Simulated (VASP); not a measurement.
Input of a VASP 6.6.1 run:

The input INCAR:

```
PREC     = Accurate       # precision mode
ENCUT    = 520            # plane-wave cutoff, eV
EDIFF    = 1E-6           # SCF threshold, eV
ISMEAR   = 0              # smearing method
SIGMA    = 0.15           # smearing width, eV
LREAL    = False          # projectors in reciprocal space
LASPH    = True           # aspherical terms in the spheres
NELM     = 60             # most SCF steps
ALGO     = Normal         # electronic algorithm
ISIF     = 2              # what is computed and relaxed
LWAVE    = False          # write WAVECAR
LCHARG   = False          # write CHGCAR
GGA      = PE             # functional
NBANDS   = 16             # bands
```

The input KPOINTS:

```
regular mesh
0
Gamma
  14 14 14
```

Contents of POSCAR:

```
CoSi2
1.0
    0.0000000000      2.7833407038      2.7833407038
    2.7833407038      0.0000000000      2.7833407038
    2.7833407038      2.7833407038      0.0000000000
Co Si
1 2
Direct
    0.0000000000      0.0000000000      0.0000000000
    0.2500000000      0.2500000000      0.2500000000
    0.7500000000      0.7500000000      0.7500000000
```

Potentials or basis: VASP PAW PBE potentials, release 64 (Co, Si).

Launch:

```bash
$ cat potpaw_PBE.64/Co/POTCAR potpaw_PBE.64/Si/POTCAR > POTCAR
$ mpirun -np 1 vasp_std > vasp.out
```

Q: Predict the band gap on the k mesh.

A: Zero (an odd number of electrons rules out a gap without spin polarisation).

Q: Estimate the pressure.

A: -15.4 GPa.

Caveat: the cell stands under tension; the run has no spin polarisation, though such a crystal can be magnetic. Spin polarisation is off, so any magnetic state and its effect on volume and gap are missing.
